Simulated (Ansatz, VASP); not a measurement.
## Two plane-wave programs on CaSe

File INCAR:

```
SYSTEM = CaSe
ALGO = Normal
EDIFF = 1E-6
ENCUT = 520
GGA = PE
ISIF = 2
ISMEAR = -1
LASPH = .True.
LCHARG = .False.
LREAL = .False.
LWAVE = .False.
NBANDS = 15
NELM = 60
PREC = Accurate
SIGMA = 0.02
```

The input KPOINTS:

```
k-points
0
Gamma
  8 8 8
  0 0 0
```

POSCAR

```
CaSe
1.0
    0.0000000000      2.9675351088      2.9675351088
    2.9675351088      0.0000000000      2.9675351088
    2.9675351088      2.9675351088      0.0000000000
Ca Se
1 1
Direct
    0.0000000000      0.0000000000      0.0000000000
    0.5000000000      0.5000000000      0.5000000000
```

Input for Ansatz:

```yaml
crystal:
  lattice:
    - [0.0, 2.9675351088, 2.9675351088]
    - [2.9675351088, 0.0, 2.9675351088]
    - [2.9675351088, 2.9675351088, 0.0]
  atoms:
    - { symbol: Ca, position: [0.0, 0.0, 0.0] }
    - { symbol: Se, position: [0.5, 0.5, 0.5] }
kpoints:
  mp_grid: { grid: [8, 8, 8] }
  band_path:
    path:
      - [0.0, 0.0, 0.0]
      - [0.5, 0.0, 0.5]
      - [0.625, 0.25, 0.625]
      - [0.375, 0.375, 0.75]
      - [0.5, 0.5, 0.5]
      - [0.5, 0.25, 0.75]
      - [0.0, 0.5, 0.5]
    npoints: 1
hamiltonian:
  xc: pbe
scf:
  occupations: { method: fermi_dirac, width: 0.02 }
  n_extra_bands: 4
output:
  forces: true
  stress: true
  eigenvalues: true
  write_density: true
  write_potential: true
  elf: true
  volumetric_format: npy
```

Alike in both runs: task single point; functional PBE; k mesh 8 × 8 × 8; occupations fermi-dirac, width 0.02 eV; no spin polarisation.

```csv
,VASP,Ansatz
version,VASP 6.6.1,Ansatz 0.2.0
potentials or method,"VASP PAW PBE potentials, release 64 (Ca_sv, Se)","plane waves, PAW"
plane-wave cutoff (eV),520,420
valence electrons in the cell,16,26
```

```tsv
	VASP	Ansatz	Ansatz less VASP
gap on the k mesh at the Fermi level (eV)	2.05	2.06	+0.010
pressure (GPa)	0.7	0.6	-0.17
```

VASP's potentials hold 16 valence electrons a cell and Ansatz's 26, so a difference there can come from the potentials and not from the codes.
